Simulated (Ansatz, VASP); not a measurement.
## One calculation of BeS, two programs

File INCAR:

```
SYSTEM = BeS
PREC     = Accurate       ! precision mode
ENCUT    = 600            ! plane-wave cutoff, eV
EDIFF    = 1E-6           ! SCF threshold, eV
ISMEAR   = -1             ! smearing method
SIGMA    = 0.05           ! smearing width, eV
LREAL    = .FALSE.        ! projectors in reciprocal space
LASPH    = .TRUE.         ! aspherical terms in the spheres
NELM     = 60             ! most SCF steps
ALGO     = Normal         ! electronic algorithm
ISIF     = 3              ! what is computed and relaxed
LWAVE    = .FALSE.        ! write WAVECAR
LCHARG   = .FALSE.        ! write CHGCAR
GGA      = PS             ! functional
IBRION   = 2              ! ionic algorithm
NSW      = 100            ! ionic steps
EDIFFG   = -0.002         ! ionic threshold
```

Contents of KPOINTS:

```
Automatic mesh
0
G
  18 18 18
  0 0 0
```

The input POSCAR:

```
BeS
1.0
    0.0000000000      2.4250000000      2.4250000000
    2.4250000000      0.0000000000      2.4250000000
    2.4250000000      2.4250000000      0.0000000000
Be S
1 1
Direct
    0.0000000000      0.0000000000      0.0000000000
    0.7500000000      0.7500000000      0.7500000000
```

Input for Ansatz:

```yaml
crystal:
  lattice:
    - [0.0, 2.425, 2.425]
    - [2.425, 0.0, 2.425]
    - [2.425, 2.425, 0.0]
  atoms:
    - { symbol: Be, position: [0.0, 0.0, 0.0] }
    - { symbol: S, position: [0.75, 0.75, 0.75] }
kpoints:
  mp_grid: { grid: [18, 18, 18] }
scf:
  occupations: { method: fermi_dirac, width: 0.05 }
hamiltonian:
  xc: pbesol
  pseudopotentials: { kind: paw }
relax:
  f_tol: 0.002
  max_steps: 80
  cell: {}
output:
  forces: true
  stress: true
```

Alike in both runs: task relaxation of cell and atoms; functional PBEsol; k mesh 18 × 18 × 18; occupations fermi-dirac, width 0.05 eV; no spin polarisation.

|  | VASP | Ansatz |
| --- | --- | --- |
| version | VASP 6.6.1 | Ansatz 0.2.0 |
| potentials or method | VASP PAW PBE potentials, release 64 (Be, S) | PAW with Ansatz's default frozen-core files, scalar-relativistic |
| plane-wave cutoff (eV) | 600 | 420 |
| valence electrons in the cell | 8 | 8 |

```tsv
	VASP	Ansatz	Ansatz less VASP
relaxed volume (Å³/atom)	14.18	14.15	-0.027
relaxed cell length with the largest relative difference (Å)	3.423	3.421	-0.0022
```

VASP's potentials were made for PBE, not for PBEsol.
